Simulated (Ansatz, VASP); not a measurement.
## C: VASP beside Ansatz

INCAR

```
  PREC = Accurate
  ENCUT = 520
  EDIFF = 1E-6
  ISMEAR = 0
  SIGMA = 0.05
  LREAL = False
  LASPH = True
  NELM = 60
  ALGO = Normal
  ISIF = 2
  LWAVE = False
  LCHARG = False
  GGA = PS
  IVDW = 12
  NBANDS = 11
```

Contents of KPOINTS:

```
regular mesh
0
Gamma
  15 15 15
```

The input POSCAR:

```
C
1.0
    1.2290461105      0.7095901028      3.2829684898
   -1.2290461105      0.7095901028      3.2829684898
    0.0000000000     -1.4191802055      3.2829684898
C
2
Direct
    0.1621367151      0.1621367151      0.2044146441
    0.8378632849      0.8378632849      0.7955853559
```

Input for Ansatz:

```yaml
crystal:
  lattice:
    - [1.2290461105, 0.7095901028, 3.2829684898]
    - [-1.2290461105, 0.7095901028, 3.2829684898]
    - [0.0, -1.4191802055, 3.2829684898]
  atoms:
    - { symbol: C, position: [0.1621367151, 0.1621367151, 0.2044146441] }
    - { symbol: C, position: [0.8378632849, 0.8378632849, 0.7955853559] }
basis:
  ecutwfc: 520.0
kpoints:
  mp_grid: { grid: [15, 15, 15] }
hamiltonian:
  xc: pbesol
  pseudopotentials: { kind: paw, azcp: { folder: soft_1 } }
  dispersion: d3bj
scf:
  occupations: { method: gaussian, width: 0.05 }
output:
  forces: true
  stress: true
  eigenvalues: true
  write_density: true
  write_potential: true
  elf: true
  volumetric_format: npy
```

Change from the starting cell: mode 4 frozen in at +0.095 Å and mode 6 at -0.060 Å (largest displacements).

Alike in both runs: task single point; functional PBEsol; dispersion D3(BJ); k mesh 15 × 15 × 15; occupations gaussian, width 0.05 eV; no spin polarisation.

```csv
,VASP,Ansatz
version,VASP 6.6.1,Ansatz 0.2.0
potentials or method,"VASP PAW PBE potentials, release 64 (C), cutoff 520 eV","scalar-relativistic, plane waves, PAW"
valence electrons in the cell,8,8
```

```tsv
	VASP	Ansatz	Ansatz less VASP
gap on the k mesh at the Fermi level (eV)	none	none	-
pressure (GPa)	5.7	5.0	-0.67
traceless stress, the component that is largest in VASP (GPa)	20.03	19.36	-0.665
rms of the force components (eV/Å)	4.400	4.388	-0.0119
```

VASP's potentials were made for PBE, not for PBEsol, and Ansatz warns of the same on its side. Atom by atom the forces differ by 0.019 eV/Å (rms over components). A gap of «none» marks a metal or a gap that the smearing closes.
